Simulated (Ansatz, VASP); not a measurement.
One calculation of Li2S, two programs

```xyz
3
Lattice="0.0000 2.8363 2.8363 2.8363 0.0000 2.8363 2.8363 2.8363 0.0000" Properties=species:S:1:pos:R:3 pbc="T T T"
Li    1.4182    1.4182    1.4182
Li    4.2545    4.2545    4.2545
S     0.0000    0.0000    0.0000
```

Alike in both runs: task single point; functional r2SCAN; dispersion rVV10; k mesh 8 × 8 × 8; occupations gaussian, width 0.05 eV; no spin polarisation.

```csv
,VASP,Ansatz
version,VASP 6.6.1,Ansatz 0.2.0
potentials or method,"VASP PAW PBE potentials, release 64 (Li_sv, S), cutoff 830 eV","scalar-relativistic, plane waves, PAW"
valence electrons in the cell,12,12
```

|  | VASP | Ansatz | Ansatz less VASP |
| --- | --- | --- | --- |
| gap on the k mesh at the Fermi level (eV) | 3.78 | 3.80 | +0.019 |
| least direct gap on the mesh (eV) | 5.03 | 4.94 | -0.091 |
| pressure (GPa) | -0.2 | 0.0 | +0.23 |

VASP's potentials were made for PBE, not for r2SCAN.
